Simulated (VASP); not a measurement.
Here is a VASP 6.6.1 calculation.

INCAR

```
SYSTEM = Ti6Si
ALGO = Normal
DIPOL = 0.5 0.5 0.359
EDIFF = 1E-6
ENCUT = 520
GGA = PE
IDIPOL = 3
ISIF = 2
ISMEAR = 0
LASPH = .TRUE.
LCHARG = .TRUE.
LDIPOL = .TRUE.
LELF = .TRUE.
LREAL = .FALSE.
LVACPOTAV = .TRUE.
LVHAR = .TRUE.
LWAVE = .FALSE.
NBANDS = 47
NELM = 60
PREC = Accurate
SIGMA = 0.1
```

Contents of KPOINTS:

```
k-points
0
G
  9 6 1
  0 0 0
```

Contents of POSCAR:

```
Ti6Si
1.0
    2.8319727849      0.0000000000      0.0000000000
    0.0000000000      4.5793473376      0.0000000000
    0.0000000000      0.0000000000     22.0506931396
Ti Si
6 1
Direct
    0.5000000000      0.0000000000      0.1814001934
    0.0000000000      0.5000000000      0.2413504045
    0.5000000000      0.0000000000      0.3013006156
    0.5000000000      0.5000000000      0.3625816749
    0.0000000000      0.0000000000      0.4208168374
    0.5000000000      0.5000000000      0.4784744440
    0.6666666667      1.0000000000      0.5287004144
```

Potentials or basis: VASP PAW PBE potentials, release 64 (Ti_sv, Si).

The run is started by

```console
$ cat potpaw_PBE.64/Ti_sv/POTCAR potpaw_PBE.64/Si/POTCAR > POTCAR
$ mpirun -np 1 vasp_std > vasp.out
```

**Question.** Predict the band gap on the k mesh.

**Answer.** Zero (bands 38 and 39 overlap by 0.15 eV).

**Question.** What does it give for the largest force?

**Answer.** 1.018 eV/Å.

Forces in eV/Å, atoms in the order of the input:
```
Ti  -0.003  0.000  0.361
Ti   0.002  0.000  0.093
Ti   0.021  0.000 -0.380
Ti  -0.002  0.000 -0.412
Ti   0.311  0.000 -0.426
Ti  -0.672  0.000  0.765
Si   0.343  0.000  0.000
```
